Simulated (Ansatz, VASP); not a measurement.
BAs: VASP beside Ansatz

INCAR

```
PREC = Accurate
ENCUT = 600
EDIFF = 1E-6
ISMEAR = -1
SIGMA = 0.05
LREAL = F
LASPH = T
NELM = 100
ALGO = Normal
ISIF = 3
LWAVE = F
LCHARG = F
GGA = RP
IVDW = 13
IBRION = 2
NSW = 60
EDIFFG = -0.01
```

File KPOINTS:

```
regular mesh
0
Gamma
  12 8 6
```

The input POSCAR:

```
BAs
1.0
    2.1275493300      0.0000000000      0.0000000000
    0.0000000000      3.1740629400      0.0000000000
    0.0000000000      0.0000000000      4.9509801800
B As
1 1
Direct
    0.0000000000      0.5000000000      0.0000000000
    0.5000000000      0.5000000000      0.5000000000
```

The input input.yaml:

```yaml
crystal:
  lattice:
    - [2.12754933, 0.0, 0.0]
    - [0.0, 3.17406294, 0.0]
    - [0.0, 0.0, 4.95098018]
  atoms:
    - { symbol: B, position: [0.0, 0.5, 0.0] }
    - { symbol: As, position: [0.5, 0.5, 0.5] }
hamiltonian:
  xc: rpbe
  pseudopotentials: { kind: paw }
  dispersion: d4
kpoints:
  mp_grid: { grid: [12, 8, 6] }
scf:
  occupations: { method: fermi_dirac, width: 0.05 }
output:
  forces: true
  stress: true
  eigenvalues: true
  write_density: true
  write_potential: true
  elf: true
  volumetric_format: npy
relax:
  f_tol: 0.01
  max_steps: 40
  cell: { stress_tol: 0.05 }
```

Alike in both runs: task relaxation of cell and atoms; functional RPBE; dispersion D4; k mesh 12 × 8 × 6; occupations fermi-dirac, width 0.05 eV; no spin polarisation.

|  | VASP | Ansatz |
| --- | --- | --- |
| version | VASP 6.6.1 | Ansatz 0.2.0 |
| potentials or method | VASP PAW PBE potentials, release 64 (B, As) | Ansatz PAW |
| plane-wave cutoff (eV) | 600 | 420 |
| valence electrons in the cell | 8 | 18 |

Ansatz gave:

* gap on the k mesh at the Fermi level, each at its own relaxed structure (eV): none
* relaxed volume (Å³/atom): 13.93
* relaxed cell length with the largest relative difference (Å): 4.274

What did VASP give for the same quantities?

gap on the k mesh at the Fermi level, each at its own relaxed structure (eV): none; relaxed volume (Å³/atom): 12.33; relaxed cell length with the largest relative difference (Å): 3.128.

VASP's potentials were made for PBE, not for RPBE. A gap of «none» marks a metal or a gap that the smearing closes. One of these differences is far larger than is usual between the two programs; its cause wasn't traced. VASP's potentials hold 8 valence electrons a cell and Ansatz's 18, so a difference there can come from the potentials and not from the codes.

Noted on VASP's run: the volume moved by over 15 % at a fixed basis, so the end points are rough. Noted on Ansatz's run: the volume moved by over 15 % at a fixed basis, so the end points are rough; the plane-wave basis is chosen anew once the cell has moved, so the energies of steps on either side of that aren't comparable.
